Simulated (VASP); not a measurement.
# In6O (P-31c) in VASP: single point with PBE

Aim: the single point of In6O with PBE.

All numbers are computed with VASP 6.6.1; they aren't measurements. Logs are shortened: lines on timing, memory, paths and dates and some standing lists are left out, and cuts for length are marked.

## Step 1: The cell of the first run

The structure is trigonal, space group P-31c (No. 163). The conventional cell has a = 5.882 Å, b = 5.882 Å, c = 11.463 Å, α = 90.00°, β = 90.00°, γ = 120.00°. In (site symmetry 1) has 1 O at 2.48 Å and 12 In at 3.33 to 3.53 Å within 3.6 Å. Within 3.3 Å of O (site symmetry 32) lie 6 In at 2.48 Å.

## Step 2: Single point, PBE

Input file INCAR:

```
SYSTEM = In6O
ALGO = Fast
EDIFF = 1E-6
ENCUT = 520
GGA = PE
ISIF = 2
ISMEAR = 0
LASPH = .True.
LCHARG = .False.
LREAL = .False.
LWAVE = .False.
NBANDS = 97
NELM = 60
PREC = Accurate
SIGMA = 0.1
```

Input file KPOINTS:

```
k-points
0
Gamma
  6 6 4
  0 0 0
```

Input file POSCAR:

```
In6O
1.0
    5.8816584536      0.0000000000      0.0000000000
   -2.9408292268      5.0936656372      0.0000000000
    0.0000000000      0.0000000000     11.4625096991
In O
12 2
Direct
    0.6640360560      0.6739789896      0.6240179352
    0.0099429336      0.6739789896      0.8759820648
    0.3260210104      0.3359639440      0.8759820648
    0.0099429336      0.3359639440      0.6240179352
    0.6640360560      0.9900570664      0.8759820648
    0.3260210104      0.9900570664      0.6240179352
    0.9900570664      0.6640360560      0.3759820648
    0.3359639440      0.0099429336      0.1240179352
    0.9900570664      0.3260210104      0.1240179352
    0.6739789896      0.0099429336      0.3759820648
    0.6739789896      0.6640360560      0.1240179352
    0.3359639440      0.3260210104      0.3759820648
    0.6666666667      0.3333333333      0.7500000000
    0.3333333333      0.6666666667      0.2500000000
```

Potentials or basis: VASP PAW PBE potentials, release 64 (In_d, O).

Command:

```sh
$ cat potpaw_PBE.64/In_d/POTCAR potpaw_PBE.64/O/POTCAR > POTCAR
$ mpirun -np 1 vasp_std > vasp.out
```

OUTCAR:

```text
SYSTEM = In6O
   EDIFF = 1E-6
   ENCUT = 520
   GGA = PE
   ISIF = 2
   ISMEAR = 0
   LASPH = .True.
   LREAL = .False.
   NELM = 60
   PREC = Accurate

 ion  position               nearest neighbor table
   1  0.664  0.674  0.624-  13 2.48   4 3.33   6 3.33   4 3.37   6 3.37   5 3.43  10 3.45   7 3.45
                            12 3.47   6 3.48   4 3.48   3 3.51   2 3.53
   2  0.010  0.674  0.876-  13 2.48   3 3.33   5 3.33   3 3.37   5 3.37   6 3.43   8 3.45  11 3.45
                             9 3.47   5 3.48   3 3.48   4 3.51   1 3.53
   3  0.326  0.336  0.876-  13 2.48   5 3.33   2 3.33   2 3.37   5 3.37   4 3.43   8 3.45   9 3.45
                            11 3.47   5 3.48   2 3.48   1 3.51   6 3.53
   4  0.010  0.336  0.624-  13 2.48   6 3.33   1 3.33   1 3.37   6 3.37   3 3.43  10 3.45  12 3.45
                             7 3.47   6 3.48   1 3.48   2 3.51   5 3.53
   5  0.664  0.990  0.876-  13 2.48   3 3.33   2 3.33   3 3.37   2 3.37   1 3.43   9 3.45  11 3.45
                             8 3.47   2 3.48   3 3.48   6 3.51   4 3.53
   6  0.326  0.990  0.624-  13 2.48   4 3.33   1 3.33   4 3.37   1 3.37   2 3.43  12 3.45   7 3.45
                            10 3.47   1 3.48   4 3.48   5 3.51   3 3.53
   7  0.990  0.664  0.376-  14 2.48  10 3.33  12 3.33  12 3.37  10 3.37  11 3.43   6 3.45   1 3.45
                             4 3.47  10 3.48  12 3.48   9 3.51   8 3.53
   8  0.336  0.010  0.124-  14 2.48  11 3.33   9 3.33  11 3.37   9 3.37  12 3.43   2 3.45   3 3.45
                             5 3.47   9 3.48  11 3.48  10 3.51   7 3.53
   9  0.990  0.326  0.124-  14 2.48  11 3.33   8 3.33  11 3.37   8 3.37  10 3.43   5 3.45   3 3.45
                             2 3.47   8 3.48  11 3.48   7 3.51  12 3.53
  10  0.674  0.010  0.376-  14 2.48   7 3.33  12 3.33   7 3.37  12 3.37   9 3.43   1 3.45   4 3.45
                             6 3.47  12 3.48   7 3.48   8 3.51  11 3.53
  11  0.674  0.664  0.124-  14 2.48   8 3.33   9 3.33   9 3.37   8 3.37   7 3.43   5 3.45   2 3.45
                             3 3.47   8 3.48   9 3.48  12 3.51  10 3.53
  12  0.336  0.326  0.376-  14 2.48   7 3.33  10 3.33   7 3.37  10 3.37   8 3.43   6 3.45   4 3.45
                             1 3.47  10 3.48   7 3.48  11 3.51   9 3.53
  13  0.667  0.333  0.750-   5 2.48   4 2.48   6 2.48   2 2.48   1 2.48   3 2.48
  14  0.333  0.667  0.250-   8 2.48   7 2.48  10 2.48   9 2.48  12 2.48  11 2.48

  LATTYP: Found a hexagonal cell.
 ALAT       =     5.8816584536
 C/A-ratio  =     1.9488567365

  Lattice vectors:

 A1 = (   5.8816584536,   0.0000000000,   0.0000000000)
 A2 = (  -2.9408292268,   5.0936656372,   0.0000000000)
 A3 = (   0.0000000000,   0.0000000000,  11.4625096991)

Analysis of symmetry for initial positions (statically):
=====================================================================
 Subroutine PRICEL returns:
[... 171 lines left out ...]
  Thomas-Fermi vector in A             =   2.421816
   LORBIT       =      0    0 simple, 1 ext, 2 COOP (PROOUT), +10 PAW based schemes
   GGA     = PE    functional components
   LHFCALC =     F    Hartree Fock is set to
   AEXX    =    0.0000 exact exchange contribution
   IVDW    =     0    specifies the selected vdW correction
   LEPSILON=     F    determine dielectric tensor
   LRPA    =     F    only Hartree local field effects (RPA)
 non-spin polarized calculation
 RMM-DIIS sequential band-by-band and
 Gauss-broadening in eV      SIGMA  =   0.10
  energy-cutoff  :      520.00
  volume of cell :      343.41
 maximum number of plane-waves:      9297
 NGX is ok and might be reduce to    48
   NGX = 21   NGY = 21   NGZ = 43

 number of electron     168.0000024 magnetization

 Free energy of the ion-electron system (eV)
  ---------------------------------------------------
  ext. energy  EPLUGINS =         0.00000000
  ---------------------------------------------------
  free energy    TOTEN  =       -43.59365658 eV

  energy without entropy =      -43.57118750  energy(sigma->0) =      -43.58242204

 E-fermi :   6.9090     XC(G=0): -10.0871

 val. band max:        6.9001254969   @ k =   0.3333   0.1667   0.2500
 cond. band min:       6.9108741721   @ k =   0.1667   0.1667   0.2500
 fundamental gap:      0.0107486752
 Fermi energy:         6.9090264125

 k-point     1 :       0.0000    0.0000    0.0000
  band No.  band energies     occupation
      1     -11.4753      2.00000
      2     -11.4727      2.00000
      3      -7.7650      2.00000
      4      -7.7380      2.00000
      5      -7.7310      2.00000
      6      -7.7307      2.00000
[... 2365 lines left out ...]
     95      10.0998      0.00000
     96      10.1545      0.00000
 [bands above 96 left out]

------------------------ aborting loop because EDIFF is reached ----------------------------------------

  FORCE on cell =-STRESS in cart. coord.  units (eV):
  Direction    XX          YY          ZZ          XY          YZ          ZX
  --------------------------------------------------------------------------------------
  -------------------------------------------------------------------------------------
  Total        0.3554325      0.3554325      0.3561851      0.0000000      0.0000000      0.0000000
  in kB        1.6582795      1.6582795      1.6617909      0.0000000      0.0000000      0.0000000
  external PRESSURE =       1.6594500 kB  Pullay stress =       0.0000000 kB

 VOLUME and BASIS-vectors are now :
 -----------------------------------------------------------------------------
  energy-cutoff  :      520.00
  volume of cell :      343.41
      direct lattice vectors                 reciprocal lattice vectors
     5.881658454  0.000000000  0.000000000     0.170020073  0.098161135  0.000000000
    -2.940829227  5.093665637  0.000000000     0.000000000  0.196322270  0.000000000
     0.000000000  0.000000000 11.462509699     0.000000000  0.000000000  0.087240929

 POSITION                                       TOTAL-FORCE (eV/Angst)
 -----------------------------------------------------------------------------------
      1.92358      3.43302      7.15281        -0.002145      0.005616     -0.006570
     -1.92358      3.43302     10.04095         0.002145      0.005616      0.006570
      0.92953      1.71129     10.04095        -0.005936     -0.000951      0.006570
     -0.92953      1.71129      7.15281         0.005936     -0.000951     -0.006570
      0.99404      5.04302     10.04095         0.003792     -0.004665      0.006570
     -0.99404      5.04302      7.15281        -0.003792     -0.004665     -0.006570
      3.87036      3.38238      4.30970        -0.005936      0.000951      0.006570
      1.94678      0.05065      1.42156        -0.003792      0.004665     -0.006570
      4.86441      1.66064      1.42156        -0.002145     -0.005616     -0.006570
      3.93487      0.05065      4.30970         0.003792      0.004665      0.006570
      2.01130      3.38238      1.42156         0.005936      0.000951     -0.006570
      1.01725      1.66064      4.30970         0.002145     -0.005616      0.006570
      2.94083      1.69789      8.59688        -0.000000     -0.000000      0.000000
     -0.00000      3.39578      2.86563        -0.000000     -0.000000      0.000000
 -----------------------------------------------------------------------------------
    total drift:                                0.000000     -0.000000      0.000000

  FREE ENERGIE OF THE ION-ELECTRON SYSTEM (eV)
  ---------------------------------------------------
  free  energy   TOTEN  =       -43.5936565798 eV

  energy  without entropy=      -43.5711875032  energy(sigma->0) =      -43.58242204
```

OSZICAR:

```text
N       E                     dE             d eps       ncg     rms          rms(c)
DAV:   1     0.213319515959E+04    0.21332E+04   -0.77335E+04  4672   0.240E+03
DAV:   2     0.356463438346E+03   -0.17767E+04   -0.17505E+04  4656   0.656E+02
DAV:   3     0.371873653913E+01   -0.35274E+03   -0.34025E+03  4859   0.269E+02
[... 13 lines left out ...]
RMM:  17    -0.435936985916E+02   -0.79219E-04   -0.23080E-04  5093   0.294E-02    0.298E-01
RMM:  18    -0.435936926251E+02    0.59666E-05   -0.12865E-05  4127   0.110E-02    0.307E-01
RMM:  19    -0.435936943635E+02   -0.17384E-05   -0.35708E-06  3902   0.728E-03    0.308E-01
RMM:  20    -0.435936802941E+02    0.14069E-04   -0.40756E-06  4033   0.571E-03    0.296E-01
RMM:  21    -0.435936561975E+02    0.24097E-04   -0.14525E-05  4581   0.771E-03    0.276E-01
RMM:  22    -0.435936565798E+02   -0.38224E-06   -0.12918E-06  3005   0.539E-03
   1 F= -.43593657E+02 E0= -.43582422E+02  d E =-.224691E-01
```

stdout:

```text
POSCAR found type information on POSCAR InO
 POSCAR found :  2 types and      14 ions
 scaLAPACK will be used
 LDA part: xc-table for (Slater+PW92), standard interpolation
 POSCAR, INCAR and KPOINTS ok, starting setup
 FFT: planning ... GRIDC
 FFT: planning ... GRID_SOFT
 FFT: planning ... GRID
 WAVECAR not read
 entering main loop
```

Run time: 34 min. Hardware: 1 thread of Oxide Virtual Turin-like, shared host; peak memory 0.79 GiB.

What came out:

- Free energy: -43.5937 eV
- Pressure: 0.2 GPa
- Largest force: 0.009 eV/Å
- Band gap on the k mesh: zero (bands 84 and 85 overlap by 0.81 eV)

Forces on the atoms (eV/Å):
```
In  -0.002  0.006 -0.007
In   0.002  0.006  0.007
In  -0.006 -0.001  0.007
In   0.006 -0.001 -0.007
In   0.004 -0.005  0.007
In  -0.004 -0.005 -0.007
In  -0.006  0.001  0.007
In  -0.004  0.005 -0.007
In  -0.002 -0.006 -0.007
In   0.004  0.005  0.007
In   0.006  0.001 -0.007
In   0.002 -0.006  0.007
O    0.000  0.000  0.000
O    0.000  0.000  0.000
```

Caveat: spin-orbit coupling is left out, which moves the levels of the heavy elements.
